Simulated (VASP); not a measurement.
# B (a cell with a defect) in VASP: notebook

B (a cell with a defect) is run at these levels: PBEsol; tasks: single point.

Program: VASP 6.6.1. These are calculated values, not measurements. Logs are shortened: lines on timing, memory, paths and dates and some standing lists are left out, and cuts for length are marked.

### 1 The cell of the first run

The cell holds a defect, 6 atoms: a = 4.199 Å, b = 4.059 Å, c = 4.076 Å, α = 88.96°, β = 90.50°, γ = 89.79°.

### 2 Single point, PBEsol

Contents of INCAR:

```
  PREC = Accurate
  ENCUT = 520
  EDIFF = 1E-6
  ISMEAR = -1
  SIGMA = 0.1
  LREAL = False
  LASPH = True
  NELM = 100
  ALGO = Normal
  ISIF = 2
  LWAVE = False
  LCHARG = True
  GGA = PS
  LELF = True
  LVHAR = True
  NBANDS = 18
```

Contents of KPOINTS:

```
Automatic mesh
0
Gamma
  4 4 4
```

Contents of POSCAR:

```
B
1.0
    4.1988270000      0.0074960000     -0.0180710000
    0.0074960000      4.0592820000      0.0368340000
   -0.0180710000      0.0368340000      4.0757710000
B
6
Direct
    0.3128415285      1.0194375221      1.0003408920
    0.0128593314      0.2942799721     -0.0749249964
    0.6822047345      0.0723325388      0.0408866997
    0.0031068078      0.6930302816      1.0181452947
    0.9867587686      0.9729988480      0.2740279761
    1.0499340216      0.9662477468      0.6921759314
```

Potentials or basis: VASP PAW PBE potentials, release 64 (B).

Command:

```sh
$ cat potpaw_PBE.64/B/POTCAR > POTCAR
$ mpirun -np 1 vasp_std > vasp.out
```

OUTCAR:

```text
PREC = Accurate
   ENCUT = 520
   EDIFF = 1E-6
   ISMEAR = -1
   LREAL = False
   LASPH = True
   NELM = 100
   ISIF = 2
   GGA = PS

 ion  position               nearest neighbor table
   1  0.313  0.019  0.000-   3 1.57   6 1.68   2 1.70   5 1.78   4 1.86
   2  0.013  0.294  0.925-   6 1.66   4 1.67   1 1.70   3 1.72   5 1.92
   3  0.682  0.072  0.041-   1 1.57   5 1.63   2 1.72   4 2.05   6 2.16
   4  0.003  0.693  0.018-   5 1.56   2 1.67   6 1.73   1 1.86   3 2.05
   5  0.987  0.973  0.274-   4 1.56   3 1.63   6 1.72   1 1.78   2 1.92
   6  0.050  0.966  0.692-   2 1.66   1 1.68   5 1.72   4 1.73   3 2.16

  LATTYP: Found a triclinic cell.
 ALAT       =     4.0594560336
 B/A-ratio  =     1.4042101239
 C/A-ratio  =     1.7617295837
 COS(alpha) =     0.0018662730
 COS(beta)  =     0.5800499449
 COS(gamma) =     0.6992008293

  Lattice vectors:

 A1 = (  -0.0074960000,  -4.0592820000,  -0.0368340000)
 A2 = (  -0.0255670000,  -4.0224480000,   4.0389370000)
 A3 = (  -4.1882520000,  -4.1036120000,  -4.0945340000)

Analysis of symmetry for initial positions (statically):
=====================================================================
 Subroutine PRICEL returns:
 Original cell was already a primitive cell.

 Routine SETGRP: Setting up the symmetry group for a
 triclinic supercell.

 Subroutine GETGRP returns: Found  1 space group operations
 (whereof  1 operations were pure point group operations)
 out of a pool of  2 trial point group operations.

The static configuration has the point symmetry C_1 .

Analysis of symmetry for dynamics (positions and initial velocities):
=====================================================================
 Subroutine PRICEL returns:
 Original cell was already a primitive cell.

 Routine SETGRP: Setting up the symmetry group for a
 triclinic supercell.

 Subroutine GETGRP returns: Found  1 space group operations
 (whereof  1 operations were pure point group operations)
 out of a pool of  2 trial point group operations.

The dynamic configuration has the point symmetry C_1 .

 Subroutine INISYM returns: Found  1 space group operations
 (whereof  1 operations are pure point group operations),
 and found     1 'primitive' translations

----------------------------------------------------------------------------------------

                                     Primitive cell

  volume of cell :      69.4611

  direct lattice vectors                    reciprocal lattice vectors
     4.198827000  0.007496000 -0.018071000     0.238167118 -0.000449426  0.001060038
     0.007496000  4.059282000  0.036834000    -0.000449426  0.246370036 -0.002228515
    -0.018071000  0.036834000  4.075771000     0.001060038 -0.002228515  0.245377191

  length of vectors
     4.198872578  4.059456034  4.075977496     0.238169901  0.246380525  0.245389601

  position of ions in fractional coordinates (direct lattice)
     0.312841529  0.019437522  0.000340892
     0.012859331  0.294279972  0.925075004
     0.682204734  0.072332539  0.040886700
     0.003106808  0.693030282  0.018145295
     0.986758769  0.972998848  0.274027976
     0.049934022  0.966247747  0.692175931

  ion indices of the primitive-cell ions
   primitive index   ion index
                 1           1
                 2           2
                 3           3
                 4           4
                 5           5
                 6           6

----------------------------------------------------------------------------------------

 KPOINTS: Automatic mesh

Automatic generation of k-mesh.
 Grid dimensions read from file:
 generate k-points for:    4    4    4

 Generating k-lattice:

  Cartesian coordinates                     Fractional coordinates (reciprocal lattice)
     0.059541779 -0.000112356  0.000265009     0.250000000  0.000000000  0.000000000
    -0.000112356  0.061592509 -0.000557129     0.000000000  0.250000000  0.000000000
     0.000265009 -0.000557129  0.061344298     0.000000000  0.000000000  0.250000000

  Length of vectors
     0.059542475  0.061595131  0.061347400

  Shift w.r.t. Gamma in fractional coordinates (k-lattice)
     0.000000000  0.000000000  0.000000000

 Subroutine IBZKPT returns following result:
 ===========================================

 Found     36 irreducible k-points:

 Following reciprocal coordinates:
            Coordinates               Weight
  0.000000  0.000000  0.000000      1.000000
  0.250000 -0.000000 -0.000000      2.000000
  0.500000 -0.000000 -0.000000      1.000000
 -0.000000  0.250000  0.000000      2.000000
  0.250000  0.250000 -0.000000      2.000000
  0.500000  0.250000 -0.000000      2.000000
[... 16 lines left out ...]
  0.000000 -0.250000  0.250000      2.000000
  0.250000 -0.250000  0.250000      2.000000
 [... further k-points ...]
   k-points           NKPTS =     36   k-points in BZ     NKDIM =     36   number of bands    NBANDS=     18
   number of dos      NEDOS =    301   number of ions     NIONS =      6
   total plane-waves  NPLWV =  28800
   dimension x,y,z NGX =    32 NGY =   30 NGZ =   30
   dimension x,y,z NGXF=    64 NGYF=   60 NGZF=   60
   ions per type =               6
   NGX,Y,Z   is equivalent  to a cutoff of  12.67, 12.29, 12.24 a.u.
   NGXF,Y,Z  is equivalent  to a cutoff of  25.34, 24.57, 24.47 a.u.
 SYSTEM =  unknown system
   PREC   = accura    normal or accurate (medium, high low for compatibility)
   ISTART =      0    job   : 0-new  1-cont  2-samecut
   ICHARG =      2    charge: 1-file 2-atom 10-const
   ISPIN  =      1    spin polarized calculation?
   LNONCOLLINEAR =      F non collinear calculations
   LSORBIT =      F    spin-orbit coupling
   LASPH  =      T    aspherical Exc in radial PAW
   ENCUT  =  520.0 eV  38.22 Ry    6.18 a.u.   7.81  7.55  7.58*2*pi/ulx,y,z
   NELM   =    100;   NELMIN=  2; NELMDL= -5     # of ELM steps
   EDIFF  = 0.1E-05   stopping-criterion for ELM
   LREAL  =      F    real-space projection
   EDIFFG = 0.1E-04   stopping-criterion for IOM
   NSW    =      0    number of steps for IOM
   IBRION =     -1    ionic relax: 0-MD 1-quasi-New 2-CG
   NFREE  =      0    steps in history (QN), initial steepest desc. (CG)
   ISIF   =      2    stress and relaxation
   ISYM   =      2    0-nonsym 1-usesym 2-fastsym
   POTIM  = 0.5000    time-step for ionic-motion
   TEBEG  =    0.0;   TEEND  =   0.0 temperature during run
   PSTRESS=    0.0 pullay stress
   NELECT =      18.0000    total number of electrons
   NUPDOWN=      -1.0000    fix difference up-down
   EMIN   =  10.00;   EMAX   =-10.00  energy-range for DOS
   EFERMI =   0.00;   METHOD = LEGACY
   ISMEAR =    -1;   SIGMA  =   0.10  broadening in eV -4-tet -1-fermi 0-gaus
   EFERMI_NEDOS =   21; number of points for ismear=-14 and -15
   IALGO  =     38    algorithm
   IMIX   =      4    mixing-type and parameters
     AMIX     =   0.40;   BMIX     =  1.00
     AMIX_MAG =   1.60;   BMIX_MAG =  1.00
  volume/ion in A,a.u.               =      11.58        78.12
  Fermi-wavevector in a.u.,A,eV,Ry     =   1.043723  1.972350 14.821603  1.089357
  Thomas-Fermi vector in A             =   2.178444
   LORBIT       =      0    0 simple, 1 ext, 2 COOP (PROOUT), +10 PAW based schemes
   GGA     = PS    functional components
   LHFCALC =     F    Hartree Fock is set to
   AEXX    =    0.0000 exact exchange contribution
   IVDW    =     0    specifies the selected vdW correction
   LEPSILON=     F    determine dielectric tensor
   LRPA    =     F    only Hartree local field effects (RPA)
 non-spin polarized calculation
  energy-cutoff  :      520.00
  volume of cell :       69.46
 maximum number of plane-waves:      1892
   NGX = 15   NGY = 15   NGZ = 15

 number of electron      18.0000000 magnetization

 Free energy of the ion-electron system (eV)
  ---------------------------------------------------
  ext. energy  EPLUGINS =         0.00000000
  ---------------------------------------------------
  free energy    TOTEN  =       -37.77286639 eV

  energy without entropy =      -37.70283963  energy(sigma->0) =      -37.73785301

 E-fermi :   0.7073     XC(G=0):  -9.0438

 val. band max:        0.7032815810   @ k =   0.0000  -0.0000   0.5000
 cond. band min:       0.7105602577   @ k =   0.0000   0.5000   0.2500
 fundamental gap:      0.0072786767
 Fermi energy:         0.7072810371

 k-point     1 :       0.0000    0.0000    0.0000
  band No.  band energies     occupation
      1     -12.7990      2.00000
      2      -5.6555      2.00000
      3      -5.0179      2.00000
      4      -4.7242      2.00000
      5      -3.9128      2.00000
      6      -3.4642      2.00000
[... 10 lines left out ...]
     17      10.1799      0.00000
     18      11.4547      0.00000

 k-point     2 :       0.2500   -0.0000   -0.0000
  band No.  band energies     occupation
      1     -12.6746      2.00000
      2      -6.8830      2.00000
      3      -4.8207      2.00000
      4      -4.3176      2.00000
      5      -3.9816      2.00000
      6      -3.1066      2.00000
[... 10 lines left out ...]
     17      10.6702      0.00000
     18      11.3979      0.00000

 k-point     3 :       0.5000   -0.0000   -0.0000
  band No.  band energies     occupation
      1     -12.5348      2.00000
      2      -7.6168      2.00000
      3      -4.5722      2.00000
      4      -4.1705      2.00000
      5      -3.8032      2.00000
      6      -3.0274      2.00000
[... 10 lines left out ...]
     17      11.3989      0.00000
     18      12.6595      0.00000

 k-point     4 :      -0.0000    0.2500    0.0000
  band No.  band energies     occupation
      1     -12.6498      2.00000
      2      -6.6438      2.00000
      3      -5.4305      2.00000
      4      -4.3855      2.00000
      5      -3.8472      2.00000
      6      -3.1795      2.00000
[... 375 lines left out ...]
      4      -5.4027      2.00000
      5      -2.4052      2.00000
      6      -1.9397      2.00000
[... 10 lines left out ...]
     17      11.1820      0.00000
     18      11.9704      0.00000

 k-point    23 :       0.0000   -0.2500    0.2500
  band No.  band energies     occupation
      1     -12.5161      2.00000
      2      -6.5971      2.00000
      3      -6.2115      2.00000
      4      -4.6301      2.00000
      5      -4.0166      2.00000
      6      -1.6635      2.00000
[... 10 lines left out ...]
     17      11.5883      0.00000
     18      11.8152      0.00000

 k-point    24 :       0.2500   -0.2500    0.2500
  band No.  band energies     occupation
      1     -12.4028      2.00000
      2      -6.5897      2.00000
      3      -6.3872      2.00000
      4      -5.7041      2.00000
      5      -2.1269      2.00000
      6      -1.7021      2.00000
[... 10 lines left out ...]
     17      11.1911      0.00000
     18      11.7530      0.00000

 [... further k-points ...]

------------------------ aborting loop because EDIFF is reached ----------------------------------------

  FORCE on cell =-STRESS in cart. coord.  units (eV):
  Direction    XX          YY          ZZ          XY          YZ          ZX
  --------------------------------------------------------------------------------------
  -------------------------------------------------------------------------------------
  Total        2.4285422      2.1429398      1.9775301     -0.2245922      1.2672817      1.5736414
  in kB       56.0163314     49.4286743     45.6133651     -5.1804051     29.2308994     36.2973377
  external PRESSURE =      50.3527903 kB  Pullay stress =       0.0000000 kB

 VOLUME and BASIS-vectors are now :
 -----------------------------------------------------------------------------
  energy-cutoff  :      520.00
  volume of cell :       69.46
      direct lattice vectors                 reciprocal lattice vectors
     4.198827000  0.007496000 -0.018071000     0.238167118 -0.000449426  0.001060038
     0.007496000  4.059282000  0.036834000    -0.000449426  0.246370036 -0.002228515
    -0.018071000  0.036834000  4.075771000     0.001060038 -0.002228515  0.245377191

 POSITION                                       TOTAL-FORCE (eV/Angst)
 -----------------------------------------------------------------------------------
      1.31371      0.08126     -0.00355        -0.712815     -0.337251      0.108986
      0.03948      1.22874      3.78100        -0.992815      1.444850      1.199210
      2.86426      0.30024      0.15698         0.895756     -1.094342     -1.044919
      0.01791      2.81390      0.09943         0.630535     -2.022213     -1.298387
      4.14557      3.96717      1.13488         0.869599      1.199358      2.999195
      0.20440      3.94814      2.85584        -0.690260      0.809598     -1.964086
 -----------------------------------------------------------------------------------
    total drift:                               -0.000008      0.000050      0.000016

  FREE ENERGIE OF THE ION-ELECTRON SYSTEM (eV)
  ---------------------------------------------------
  free  energy   TOTEN  =       -37.7728663905 eV

  energy  without entropy=      -37.7028396331  energy(sigma->0) =      -37.73785301
```

Run time: 51 s. Hardware: 1 thread of Intel Xeon 8259CL, shared host; peak memory 0.18 GiB.

Results:

- Free energy: -37.7729 eV
- Pressure: 5.0 GPa
- Largest force: 3.345 eV/Å
- Band gap on the k mesh: zero (bands 9 and 10 overlap by 1.05 eV)

Forces in eV/Å, atoms in the order of the input:
```
B   -0.713 -0.337  0.109
B   -0.993  1.445  1.199
B    0.896 -1.094 -1.045
B    0.631 -2.022 -1.298
B    0.870  1.199  2.999
B   -0.690  0.810 -1.964
```

Caveat: the k points lie up to 0.39 Å⁻¹ apart, too coarse for converged energies and pressures of a metal; the PAW data sets were made with another functional, which shifts forces and pressure a little.

### 3 Single point, PBEsol

This run uses another cell than the first one, of 12.36 Å³/atom.

Contents of INCAR:

```
SYSTEM = B
PREC = Accurate
ENCUT = 520
EDIFF = 1E-7
ISMEAR = -1
SIGMA = 0.1
LREAL = .FALSE.
LASPH = .TRUE.
NELM = 80
ALGO = Normal
ISIF = 2
LWAVE = .FALSE.
LCHARG = .FALSE.
GGA = PS
NBANDS = 18
```

Contents of KPOINTS:

```
regular mesh
0
G
  4 4 4
  0 0 0
```

Contents of POSCAR:

```
B
1.0
    4.2911530000      0.0076610000     -0.0184680000
    0.0076610000      4.1485400000      0.0376430000
   -0.0184680000      0.0376430000      4.1653910000
B
6
Direct
    0.3218353502      0.9833331688      1.0118065855
   -0.0154793736      0.3117611723     -0.1049360069
    0.6950532365      0.0407256960      0.0218637832
    0.0557302347      0.6957346138      0.9734127451
    1.0058054551      0.9698875515      0.3103424716
    1.0695438273      1.0085508232      0.6752063508
```

Potentials or basis: VASP PAW PBE potentials, release 64 (B).

Command:

```sh
$ cat potpaw_PBE.64/B/POTCAR > POTCAR
$ mpirun -np 1 vasp_std > vasp.out
```

Wall time 52 s (1 thread of Intel Xeon 8259CL, shared host); peak memory 0.18 GiB.

Results (log left out):

- Free energy: -37.8614 eV
- Pressure: -3.6 GPa
- Largest force: 3.376 eV/Å
- Band gap on the k mesh: zero (bands 9 and 10 overlap by 1.02 eV)

Forces in eV/Å, atoms in the order of the input:
```
B   -0.597  0.568 -0.380
B   -0.061  0.522  2.037
B    1.971 -0.172  0.192
B   -0.914  0.031  0.536
B   -0.219 -0.526 -3.328
B   -0.181 -0.423  0.943
```

Stress tensor (GPa, compression positive):
```
-7.77  2.31  0.81
 2.31 -3.19  2.82
 0.81  2.82  0.13
```

Levels at points of the mesh, in eV from the Fermi level:
```csv
k point,band 5,band 6,band 7,band 8,band 9,band 10,band 11,band 12,band 13,band 14
"(0.00, 0.00, 0.00)",-4.76,-4.43,-3.84,0.53,0.64,1.90,2.77,4.13,4.25,6.55
"(0.50, 0.00, 0.00)",-4.31,-4.11,-1.44,-1.08,-0.67,1.33,2.77,4.30,5.17,6.37
"(0.00, 0.50, 0.00)",-4.74,-4.37,-1.49,-0.96,-0.35,1.47,2.43,4.16,4.96,6.28
"(0.50, 0.50, 0.00)",-4.31,-3.16,-1.61,-1.30,-0.32,0.39,3.43,4.70,6.69,7.96
"(0.00, 0.00, 0.50)",-4.28,-3.82,-1.81,-0.97,-0.70,1.23,2.25,4.21,4.95,7.00
"(0.50, 0.00, 0.50)",-4.14,-3.35,-1.36,-1.30,-0.57,0.22,3.55,4.34,6.55,8.23
"(0.00, 0.50, 0.50)",-4.39,-3.42,-1.47,-1.20,-0.66,0.64,3.13,4.29,7.12,8.45
"(0.50, 0.50, 0.50)",-3.48,-3.15,-2.50,-1.12,-0.92,1.69,5.30,6.03,7.19,7.83
```

Caveat: the k points lie up to 0.38 Å⁻¹ apart, too coarse for converged energies and pressures of a metal; the PAW data sets were made with another functional, which shifts forces and pressure a little.

### 4 Single point, PBEsol

This run uses another cell than the first one, of 13.05 Å³/atom.

Contents of INCAR:

```
SYSTEM = B
ALGO     = Normal         ! electronic algorithm
EDIFF    = 1E-6           ! SCF threshold, eV
ENCUT    = 520            ! plane-wave cutoff, eV
GGA      = PS             ! functional
ISIF     = 2              ! what is computed and relaxed
ISMEAR   = -1             ! smearing method
LASPH    = .True.         ! aspherical terms in the spheres
LCHARG   = .False.        ! write CHGCAR
LREAL    = .False.        ! projectors in reciprocal space
LWAVE    = .False.        ! write WAVECAR
NBANDS   = 18             ! bands
NELM     = 80             ! most SCF steps
PREC     = Accurate       ! precision mode
SIGMA    = 0.1            ! smearing width, eV
```

Contents of KPOINTS:

```
k-points
0
Gamma
  4 4 4
  0 0 0
```

Contents of POSCAR:

```
B
1.0
    4.3702280000      0.0078020000     -0.0188080000
    0.0078020000      4.2249870000      0.0383370000
   -0.0188080000      0.0383370000      4.2421490000
B
6
Direct
    0.3445771619      1.0003030872      1.0136179064
    0.0167175675      0.3208524025     -0.0102684028
    0.7466157375      0.0148483866     -0.0208502563
    0.0660804601      0.7001607186      0.9900750256
    1.0228568926      0.9768807421      0.2750667681
    1.0783387056      1.0319421612      0.6659515797
```

Command:

```sh
$ cat potpaw_PBE.64/B/POTCAR > POTCAR
$ mpirun -np 1 vasp_std > vasp.out
```

Run time: 53 s. Hardware: 1 thread of Intel Xeon 8259CL, shared host; peak memory 0.19 GiB.

Results (log left out):

| Quantity | Value |
| --- | --- |
| Free energy | -38.0455 eV |
| Pressure | -10.8 GPa |
| Largest force | 1.790 eV/Å |
| Band gap on the k mesh | zero (bands 9 and 10 overlap by 1.61 eV) |

Forces on the atoms (eV/Å):
```
B    0.629  0.056 -1.477
B    0.577 -1.499 -0.790
B   -0.841  0.128  0.343
B   -0.323  0.711 -0.264
B    0.700  1.019  0.957
B   -0.743 -0.414  1.230
```

Stress tensor (GPa, compression positive):
```
-14.33   0.18   0.73
  0.18  -6.36   0.48
  0.73   0.48 -11.62
```

Levels at points of the mesh, in eV from the Fermi level:
```
           k point  band 6  band 7  band 8  band 9  band 10  band 11  band 12  band 13
(0.00, 0.00, 0.00)   -4.01   -3.82    0.88    1.18     1.91     3.45     4.17     4.43
(0.50, 0.00, 0.00)   -3.89   -0.95   -0.55   -0.42     1.63     2.98     5.06     5.69
(0.00, 0.50, 0.00)   -3.68   -1.10   -0.94   -0.60     1.46     3.02     5.16     5.84
(0.50, 0.50, 0.00)   -2.68   -1.16   -0.71   -0.39     0.08     4.28     4.74     7.27
(0.00, 0.00, 0.50)   -3.74   -1.02   -0.51   -0.44     1.33     2.93     4.92     5.56
(0.50, 0.00, 0.50)   -2.65   -0.67   -0.53   -0.38    -0.10     4.24     4.60     7.06
(0.00, 0.50, 0.50)   -2.77   -1.02   -0.78   -0.56     0.09     4.27     4.81     7.91
(0.50, 0.50, 0.50)   -2.58   -2.20   -0.75   -0.20     0.74     6.42     6.81     7.86
```

Caveat: the k points lie up to 0.37 Å⁻¹ apart, too coarse for converged energies and pressures of a metal; the PAW data sets were made with another functional, which shifts forces and pressure a little.

### 5 The runs side by side

```csv
cell,gap on the mesh (eV),pressure (GPa),largest force (eV/Å)
"a = 4.199, b = 4.059, c = 4.076 Å, angles 89.0, 90.5, 89.8°, 6 atoms, atomic positions A",none,5.0,3.35
"a = 4.291, b = 4.149, c = 4.166 Å, angles 89.0, 90.5, 89.8°, 6 atoms, atomic positions B",none,-3.6,3.38
"a = 4.370, b = 4.225, c = 4.242 Å, angles 89.0, 90.5, 89.8°, 6 atoms, atomic positions C",none,-10.8,1.79
```

Alike in all rows: task single point; level PBEsol; potentials or basis VASP PAW PBE potentials, release 64 (B); no spin polarisation; k mesh 4 × 4 × 4; cutoff (eV) 520; smearing fermi-dirac 0.1 eV.

Caveats: all runs use coarse meshes; the PAW data sets were made with another functional, which shifts forces and pressure a little.

Total energies depend on the potentials used, so only differences within one code and one set of settings carry meaning.
